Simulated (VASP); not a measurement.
# KTaO3 (P4/mmm) in VASP: settings compared

The runs below take KTaO3 through single point, with PBE, r2SCAN.

All numbers are computed with VASP 6.6.1; they aren't measurements. Logs are shortened: lines on timing, memory, paths and dates and some standing lists are left out, and cuts for length are marked.

## Step 1: The cell of the first run

The structure is tetragonal, space group P4/mmm (No. 123). The conventional cell has a = 3.990 Å, b = 3.990 Å, c = 4.110 Å, α = 90.00°, β = 90.00°, γ = 90.00°. K (site symmetry 4/mmm) has 12 O at 2.82 to 2.86 Å and 8 Ta at 3.49 Å within 3.7 Å. Ta (site symmetry 4/mmm) has 6 O at 2.00 to 2.05 Å within 2.6 Å. O (site symmetry 4/mmm) has 2 Ta at 2.05 Å within 2.7 Å. O (site symmetry mmm) has 2 Ta at 2.00 Å within 2.6 Å.

## Step 2: Single point, PBE (uniaxial z strain +3.0%)

The input, INCAR:

```
SYSTEM = KTaO3
PREC = Accurate ; ENCUT = 520
EDIFF = 1E-6 ; ISMEAR = -1
SIGMA = 0.02 ; LREAL = .FALSE.
LASPH = .TRUE. ; NELM = 60
ALGO = Normal ; ISIF = 2
LWAVE = .FALSE. ; LCHARG = .FALSE.
GGA = PE ; NBANDS = 27
```

The input, KPOINTS:

```
regular mesh
0
G
  6 6 6
  0 0 0
```

The input, POSCAR:

```
KTaO3
1.0
    3.9901311030      0.0000000000      0.0000000000
    0.0000000000      3.9901311030      0.0000000000
    0.0000000000      0.0000000000      4.1098350361
K Ta O
1 1 3
Direct
    0.0000000000      0.0000000000      0.0000000000
    0.5000000000      0.5000000000      0.5000000000
    0.5000000000      0.5000000000      0.0000000000
    0.5000000000      0.0000000000      0.5000000000
    0.0000000000      0.5000000000      0.5000000000
```

Potentials or basis: VASP PAW PBE potentials, release 64 (K_sv, Ta_pv, O).

Started as:

```sh
cat potpaw_PBE.64/K_sv/POTCAR potpaw_PBE.64/Ta_pv/POTCAR potpaw_PBE.64/O/POTCAR > POTCAR
mpirun -np 1 vasp_std > vasp.out
```

OUTCAR:

```text
SYSTEM = KTaO3
   PREC = Accurate
   ENCUT = 520
   EDIFF = 1E-6
   ISMEAR = -1
   LREAL = .FALSE.
   LASPH = .TRUE.
   NELM = 60
   ISIF = 2
   GGA = PE

 ion  position               nearest neighbor table
   1  0.000  0.000  0.000-   3 2.82   3 2.82   3 2.82   3 2.82   5 2.86   4 2.86   5 2.86   5 2.86
                             5 2.86   4 2.86   4 2.86   4 2.86   2 3.49   2 3.49   2 3.49   2 3.49
   2  0.500  0.500  0.500-   4 2.00   5 2.00   4 2.00   5 2.00   3 2.05   3 2.05   1 3.49   1 3.49
                             1 3.49   1 3.49   1 3.49   1 3.49   1 3.49   1 3.49
   3  0.500  0.500  0.000-   2 2.05   2 2.05   1 2.82   1 2.82   1 2.82   1 2.82
   4  0.500  0.000  0.500-   2 2.00   2 2.00   1 2.86   1 2.86   1 2.86   1 2.86
   5  0.000  0.500  0.500-   2 2.00   2 2.00   1 2.86   1 2.86   1 2.86   1 2.86

  LATTYP: Found a simple tetragonal cell.
 ALAT       =     3.9901311030
 C/A-ratio  =     1.0300000000

  Lattice vectors:

 A1 = (   3.9901311030,   0.0000000000,   0.0000000000)
 A2 = (   0.0000000000,   3.9901311030,   0.0000000000)
 A3 = (   0.0000000000,   0.0000000000,   4.1098350361)

Analysis of symmetry for initial positions (statically):
=====================================================================
 Subroutine PRICEL returns:
 Original cell was already a primitive cell.

 Routine SETGRP: Setting up the symmetry group for a
 simple tetragonal supercell.

 Subroutine GETGRP returns: Found 16 space group operations
 (whereof 16 operations were pure point group operations)
 out of a pool of 16 trial point group operations.

The static configuration has the point symmetry D_4h.

Analysis of symmetry for dynamics (positions and initial velocities):
=====================================================================
 Subroutine PRICEL returns:
 Original cell was already a primitive cell.

 Routine SETGRP: Setting up the symmetry group for a
 simple tetragonal supercell.

 Subroutine GETGRP returns: Found 16 space group operations
 (whereof 16 operations were pure point group operations)
 out of a pool of 16 trial point group operations.

The dynamic configuration has the point symmetry D_4h.

 Subroutine INISYM returns: Found 16 space group operations
 (whereof 16 operations are pure point group operations),
 and found     1 'primitive' translations

----------------------------------------------------------------------------------------

                                     Primitive cell

  volume of cell :      65.4333

  direct lattice vectors                    reciprocal lattice vectors
     3.990131103  0.000000000  0.000000000     0.250618332  0.000000000  0.000000000
     0.000000000  3.990131103  0.000000000     0.000000000  0.250618332  0.000000000
     0.000000000  0.000000000  4.109835036     0.000000000  0.000000000  0.243318769

  length of vectors
     3.990131103  3.990131103  4.109835036     0.250618332  0.250618332  0.243318769

  position of ions in fractional coordinates (direct lattice)
     0.000000000  0.000000000  0.000000000
     0.500000000  0.500000000  0.500000000
     0.500000000  0.500000000  0.000000000
     0.500000000  0.000000000  0.500000000
     0.000000000  0.500000000  0.500000000

  ion indices of the primitive-cell ions
   primitive index   ion index
                 1           1
                 2           2
                 3           3
                 4           4
                 5           5

----------------------------------------------------------------------------------------

 KPOINTS: regular mesh

Automatic generation of k-mesh.
 Grid dimensions read from file:
 generate k-points for:    6    6    6

 Generating k-lattice:

  Cartesian coordinates                     Fractional coordinates (reciprocal lattice)
     0.041769722  0.000000000  0.000000000     0.166666667  0.000000000  0.000000000
     0.000000000  0.041769722  0.000000000     0.000000000  0.166666667  0.000000000
     0.000000000  0.000000000  0.040553128     0.000000000  0.000000000  0.166666667

  Length of vectors
     0.041769722  0.041769722  0.040553128

  Shift w.r.t. Gamma in fractional coordinates (k-lattice)
     0.000000000  0.000000000  0.000000000

 Subroutine IBZKPT returns following result:
 ===========================================

 Found     40 irreducible k-points:

 Following reciprocal coordinates:
            Coordinates               Weight
  0.000000  0.000000  0.000000      1.000000
  0.166667  0.000000  0.000000      4.000000
  0.333333  0.000000  0.000000      4.000000
  0.500000  0.000000  0.000000      2.000000
  0.166667  0.166667  0.000000      4.000000
  0.333333  0.166667  0.000000      8.000000
[... 16 lines left out ...]
  0.333333  0.000000  0.333333      8.000000
  0.500000  0.000000  0.333333      4.000000
 [... further k-points ...]
   k-points           NKPTS =     40   k-points in BZ     NKDIM =     40   number of bands    NBANDS=     27
   number of dos      NEDOS =    301   number of ions     NIONS =      5
   total plane-waves  NPLWV =  28800
   dimension x,y,z NGX =    30 NGY =   30 NGZ =   32
   dimension x,y,z NGXF=    60 NGYF=   60 NGZF=   64
   ions per type =               1   1   3
   NGX,Y,Z   is equivalent  to a cutoff of  12.50, 12.50, 12.94 a.u.
   NGXF,Y,Z  is equivalent  to a cutoff of  25.00, 25.00, 25.89 a.u.
 SYSTEM =  KTaO3
   PREC   = accura    normal or accurate (medium, high low for compatibility)
   ISTART =      0    job   : 0-new  1-cont  2-samecut
   ICHARG =      2    charge: 1-file 2-atom 10-const
   ISPIN  =      1    spin polarized calculation?
   LNONCOLLINEAR =      F non collinear calculations
   LSORBIT =      F    spin-orbit coupling
   LASPH  =      T    aspherical Exc in radial PAW
   ENCUT  =  520.0 eV  38.22 Ry    6.18 a.u.   7.42  7.42  7.64*2*pi/ulx,y,z
   NELM   =     60;   NELMIN=  2; NELMDL= -5     # of ELM steps
   EDIFF  = 0.1E-05   stopping-criterion for ELM
   LREAL  =      F    real-space projection
   EDIFFG = 0.1E-04   stopping-criterion for IOM
   NSW    =      0    number of steps for IOM
   IBRION =     -1    ionic relax: 0-MD 1-quasi-New 2-CG
   NFREE  =      0    steps in history (QN), initial steepest desc. (CG)
   ISIF   =      2    stress and relaxation
   ISYM   =      2    0-nonsym 1-usesym 2-fastsym
   POTIM  = 0.5000    time-step for ionic-motion
   TEBEG  =    0.0;   TEEND  =   0.0 temperature during run
   PSTRESS=    0.0 pullay stress
   NELECT =      38.0000    total number of electrons
   NUPDOWN=      -1.0000    fix difference up-down
   EMIN   =  10.00;   EMAX   =-10.00  energy-range for DOS
   EFERMI =   0.00;   METHOD = LEGACY
   ISMEAR =    -1;   SIGMA  =   0.02  broadening in eV -4-tet -1-fermi 0-gaus
   EFERMI_NEDOS =   21; number of points for ismear=-14 and -15
   IALGO  =     38    algorithm
   IMIX   =      4    mixing-type and parameters
     AMIX     =   0.40;   BMIX     =  1.00
     AMIX_MAG =   1.60;   BMIX_MAG =  1.00
  volume/ion in A,a.u.               =      13.09        88.31
  Fermi-wavevector in a.u.,A,eV,Ry     =   1.365850  2.581083 25.382311  1.865547
  Thomas-Fermi vector in A             =   2.492043
   LORBIT       =      0    0 simple, 1 ext, 2 COOP (PROOUT), +10 PAW based schemes
   GGA     = PE    functional components
   LHFCALC =     F    Hartree Fock is set to
   AEXX    =    0.0000 exact exchange contribution
   IVDW    =     0    specifies the selected vdW correction
   LEPSILON=     F    determine dielectric tensor
   LRPA    =     F    only Hartree local field effects (RPA)
 non-spin polarized calculation
  energy-cutoff  :      520.00
  volume of cell :       65.43
 maximum number of plane-waves:      1787
 NGX is ok and might be reduce to    30
   NGX = 15   NGY = 15   NGZ = 15

 number of electron      37.9999989 magnetization

 Free energy of the ion-electron system (eV)
  ---------------------------------------------------
  ext. energy  EPLUGINS =         0.00000000
  ---------------------------------------------------
  free energy    TOTEN  =       -41.02785974 eV

  energy without entropy =      -41.02785974  energy(sigma->0) =      -41.02785974

 E-fermi :   2.1192     XC(G=0): -10.7133

 val. band max:        1.6110818808   @ k =   0.5000   0.5000   0.5000
 cond. band min:       3.6851586972   @ k =   0.0000   0.0000   0.0000
 fundamental gap:      2.0740768164
 Fermi energy:         2.1192079692

 k-point     1 :       0.0000    0.0000    0.0000
  band No.  band energies     occupation
      1     -32.6844      2.00000
      2     -32.6844      2.00000
      3     -32.6506      2.00000
      4     -25.7535      2.00000
      5     -15.9010      2.00000
      6     -15.2956      2.00000
[... 19 lines left out ...]
     26       9.5875      0.00000
     27       9.7397      0.00000

 k-point     2 :       0.1667    0.0000    0.0000
  band No.  band energies     occupation
      1     -32.7067      2.00000
      2     -32.6836      2.00000
      3     -32.6497      2.00000
      4     -25.7473      2.00000
      5     -15.8035      2.00000
      6     -15.1748      2.00000
[... 19 lines left out ...]
     26       9.9743      0.00000
     27      10.1082      0.00000

 k-point     3 :       0.3333    0.0000    0.0000
  band No.  band energies     occupation
      1     -32.7508      2.00000
      2     -32.6819      2.00000
      3     -32.6480      2.00000
      4     -25.7349      2.00000
      5     -15.7311      2.00000
      6     -15.0067      2.00000
[... 594 lines left out ...]
      1     -32.7487      2.00000
      2     -32.6923      2.00000
      3     -32.6803      2.00000
      4     -25.7255      2.00000
      5     -15.6013      2.00000
      6     -14.7298      2.00000
[... 19 lines left out ...]
     26      11.7452      0.00000
     27      12.3529      0.00000

 k-point    24 :       0.5000    0.0000    0.3333
  band No.  band energies     occupation
      1     -32.7704      2.00000
      2     -32.6913      2.00000
      3     -32.6794      2.00000
      4     -25.7213      2.00000
      5     -15.5662      2.00000
      6     -14.4971      2.00000
[... 19 lines left out ...]
     26      12.0954      0.00000
     27      12.5116      0.00000

 [... further k-points ...]

------------------------ aborting loop because EDIFF is reached ----------------------------------------

  FORCE on cell =-STRESS in cart. coord.  units (eV):
  Direction    XX          YY          ZZ          XY          YZ          ZX
  --------------------------------------------------------------------------------------
  -------------------------------------------------------------------------------------
  Total        1.3785692      1.3785692     -2.5576992      0.0000000      0.0000000      0.0000000
  in kB       33.7551804     33.7551804    -62.6269587      0.0000000      0.0000000      0.0000000
  external PRESSURE =       1.6278007 kB  Pullay stress =       0.0000000 kB

 VOLUME and BASIS-vectors are now :
 -----------------------------------------------------------------------------
  energy-cutoff  :      520.00
  volume of cell :       65.43
      direct lattice vectors                 reciprocal lattice vectors
     3.990131103  0.000000000  0.000000000     0.250618332  0.000000000  0.000000000
     0.000000000  3.990131103  0.000000000     0.000000000  0.250618332  0.000000000
     0.000000000  0.000000000  4.109835036     0.000000000  0.000000000  0.243318769

 POSITION                                       TOTAL-FORCE (eV/Angst)
 -----------------------------------------------------------------------------------
      0.00000      0.00000      0.00000         0.000000      0.000000      0.000000
      1.99507      1.99507      2.05492         0.000000      0.000000      0.000000
      1.99507      1.99507      0.00000         0.000000      0.000000      0.000000
      1.99507      0.00000      2.05492         0.000000      0.000000      0.000000
      0.00000      1.99507      2.05492         0.000000      0.000000      0.000000
 -----------------------------------------------------------------------------------
    total drift:                                0.000000      0.000000     -0.000000

  FREE ENERGIE OF THE ION-ELECTRON SYSTEM (eV)
  ---------------------------------------------------
  free  energy   TOTEN  =       -41.0278597438 eV

  energy  without entropy=      -41.0278597438  energy(sigma->0) =      -41.02785974
```

Run time: 98 s. Hardware: 1 thread of Intel Xeon 8259CL, shared host; peak memory 0.22 GiB.

Results:

| Property | Result |
| --- | --- |
| Free energy | -41.0279 eV |
| Pressure | 0.2 GPa |
| Band gap on the k mesh | 2.07 eV (least direct gap 2.69 eV) |

Levels at points of the mesh, in eV from the valence-band top:
```
           k point  band 16  band 17  band 18  band 19  band 20  band 21  band 22  band 23
(0.00, 0.00, 0.00)    -0.99    -0.66    -0.62    -0.62     2.07     2.07     2.11     5.96
(0.50, 0.00, 0.00)    -2.07    -1.41    -0.88    -0.80     2.23     4.92     4.92     6.23
(0.50, 0.50, 0.00)    -1.69    -1.21    -1.21    -0.08     4.95     4.95     6.24     6.79
(0.00, 0.00, 0.50)    -2.18    -1.51    -0.90    -0.90     2.23     4.56     4.56     6.66
(0.50, 0.00, 0.50)    -1.74    -1.52    -1.51    -0.05     4.60     4.95     5.99     7.49
(0.50, 0.50, 0.50)    -3.74    -0.05     0.00     0.00     6.11     6.11     6.35     8.74
```

Caveat: the cell differs from its parent crystal (uniaxial z strain +3.0%); spin-orbit coupling is left out, which moves the levels of the heavy elements.

## Step 3: Single point, PBE (uniaxial z strain +4.0%)

The input, INCAR:

```
PREC = Accurate ; ENCUT = 520
EDIFF = 1E-6 ; ISMEAR = -1
SIGMA = 0.02 ; LREAL = F
LASPH = T ; NELM = 60
ALGO = Normal ; ISIF = 2
LWAVE = F ; LCHARG = F
GGA = PE ; NBANDS = 27
```

The input, KPOINTS:

```
Automatic mesh
0
Gamma
  6 6 6
```

POSCAR, as its differences from that of step 2:

```diff
@@ -4,3 +4,3 @@
     0.0000000000      3.9901311030      0.0000000000
-    0.0000000000      0.0000000000      4.1098350361
+    0.0000000000      0.0000000000      4.1497363471
 K Ta O
```

Potentials or basis: VASP PAW PBE potentials, release 64 (K_sv, Ta_pv, O).

Started as:

```sh
cat potpaw_PBE.64/K_sv/POTCAR potpaw_PBE.64/Ta_pv/POTCAR potpaw_PBE.64/O/POTCAR > POTCAR
mpirun -np 1 vasp_std > vasp.out
```

It took 100 s on 1 thread of Intel Xeon 8259CL, shared host; peak memory 0.22 GiB.

Results (log left out):

```
Free energy            : -40.9972 eV
Pressure               : -1.4 GPa
Band gap on the k mesh : 2.04 eV (least direct gap 2.64 eV)
```

Stress tensor (GPa, compression positive):
```
 2.64  0.00  0.00
 0.00  2.64  0.00
 0.00  0.00 -9.47
```

Levels at points of the mesh, in eV from the valence-band top:
```tsv
k point	band 17	band 18	band 19	band 20	band 21	band 22
(0.00, 0.00, 0.00)	-0.68	-0.60	-0.60	2.04	2.04	2.09
(0.50, 0.00, 0.00)	-1.37	-0.88	-0.78	2.20	4.88	4.89
(0.50, 0.50, 0.00)	-1.15	-1.15	-0.10	4.92	4.92	6.21
(0.00, 0.00, 0.50)	-1.52	-0.92	-0.92	2.20	4.42	4.42
(0.50, 0.00, 0.50)	-1.56	-1.54	-0.05	4.46	4.91	5.88
(0.50, 0.50, 0.50)	-0.07	0.00	0.00	6.00	6.00	6.31
```

Caveat: the cell differs from its parent crystal (uniaxial z strain +4.0%); spin-orbit coupling is left out, which moves the levels of the heavy elements.

[end of part 1 of 2]
